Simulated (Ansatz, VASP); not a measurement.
One calculation of Sc3Ge, two programs

Contents of INCAR:

```
SYSTEM = Sc3Ge
  ALGO = Normal
  EDIFF = 1E-7
  ENCUT = 520
  GGA = PE
  ISIF = 2
  ISMEAR = 0
  LASPH = .TRUE.
  LCHARG = .FALSE.
  LREAL = .FALSE.
  LWAVE = .FALSE.
  NBANDS = 32
  NELM = 60
  PREC = Accurate
  SIGMA = 0.1
```

KPOINTS

```
k-points
0
G
  4 4 4
  0 0 0
```

The input POSCAR:

```
Sc3Ge
1.0
    0.0000000000      3.3300320600      3.3300320600
    3.3300320600      0.0000000000      3.3300320600
    3.3300320600      3.3300320600      0.0000000000
Sc Ge
3 1
Direct
    0.0000000000      0.0000000000      0.0000000000
    0.2500000000      0.2500000000      0.2500000000
    0.7500000000      0.7500000000      0.7500000000
    0.5000000000      0.5000000000      0.5000000000
```

Input for Ansatz:

```yaml
crystal:
  lattice:
    - [0.0, 3.33003206, 3.33003206]
    - [3.33003206, 0.0, 3.33003206]
    - [3.33003206, 3.33003206, 0.0]
  atoms:
    - { symbol: Sc, position: [0.0, 0.0, 0.0] }
    - { symbol: Sc, position: [0.25, 0.25, 0.25] }
    - { symbol: Sc, position: [0.75, 0.75, 0.75] }
    - { symbol: Ge, position: [0.5, 0.5, 0.5] }
basis:
  ecutwfc: 420
kpoints:
  mp_grid: { grid: [4, 4, 4] }
hamiltonian:
  xc: pbe
scf:
  occupations: { method: gaussian, width: 0.1 }
  lower_state_search: "off"
output:
  forces: true
  stress: true
  eigenvalues: true
```

Change from the starting cell: species swapped into the Sn3Bi type (Fm-3m, No. 225).

Alike in both runs: task single point; functional PBE; k mesh 4 × 4 × 4; occupations gaussian, width 0.1 eV; no spin polarisation.

|  | VASP | Ansatz |
| --- | --- | --- |
| version | VASP 6.6.1 | Ansatz 0.2.0 |
| potentials or method | VASP PAW PBE potentials, release 64 (Sc_sv, Ge_d), cutoff 520 eV | scalar-relativistic, plane waves, PAW |
| valence electrons in the cell | 47 | 47 |

```tsv
	VASP	Ansatz	Ansatz less VASP
gap on the k mesh at the Fermi level (eV)	none	none	-
pressure (GPa)	8.6	8.5	-0.14
```

A gap of «none» marks a metal or a gap that the smearing closes.

The k mesh is coarse, so the values compare programs but aren't converged.
